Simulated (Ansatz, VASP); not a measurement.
**Nb in VASP and in Ansatz**

```
CELL_PARAMETERS angstrom
-1.66395 1.66395 1.66395
1.66395 -1.66395 1.66395
1.66395 1.66395 -1.66395
ATOMIC_POSITIONS crystal
Nb 0.00000 0.00000 0.00000
```

Alike in both runs: task single point; functional PBE; k mesh 15 × 15 × 15; occupations fermi-dirac, width 0.03 eV; no spin polarisation.

|  | VASP | Ansatz |
| --- | --- | --- |
| version | VASP 6.6.1 | Ansatz 0.2.0 |
| potentials or method | VASP PAW PBE potentials, release 64 (Nb_sv), cutoff 520 eV | all-electron LAPW, non-relativistic |

VASP gave:

| Property | Result |
| --- | --- |
| pressure (GPa) | -2.8 |

Problem. Estimate Ansatz's values.

Solution. Pressure (GPa): -1.8.

Ansatz ran all-electron here, and VASP with PAW potentials.
